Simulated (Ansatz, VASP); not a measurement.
# Two plane-wave programs on Hf

```
CELL_PARAMETERS angstrom
3.09127 0.00000 0.00000
-1.54564 2.67712 0.00000
0.00000 0.00000 21.90680
ATOMIC_POSITIONS crystal
Hf 0.66667 0.33333 0.31954
Hf 0.33333 0.66667 0.42997
Hf 0.66667 0.33333 0.54833
```

Alike in both runs: task single point; functional PBE; dispersion D3(BJ); k mesh 12 × 12 × 1; occupations methfessel-paxton of order 1, width 0.1 eV; no spin polarisation.

|  | VASP | Ansatz |
| --- | --- | --- |
| version | VASP 6.6.1 | Ansatz 0.2.0 |
| potentials or method | VASP PAW PBE potentials, release 64 (Hf_pv), cutoff 400 eV | scalar-relativistic, plane waves, PAW |
| valence electrons in the cell | 30 | 78 |

```csv
,VASP,Ansatz,Ansatz less VASP
gap on the k mesh at the Fermi level (eV),none,none,-
rms of the force components (eV/Å),0.204,0.207,+0.0029
```

Atom by atom the forces differ by 0.019 eV/Å (rms over components). A gap of «none» marks a metal or a gap that the smearing closes. VASP's potentials hold 30 valence electrons a cell and Ansatz's 78, so a difference there can come from the potentials and not from the codes. Ansatz's warnings: xc potential rough in thin density.

Neither program's run includes spin-orbit coupling.
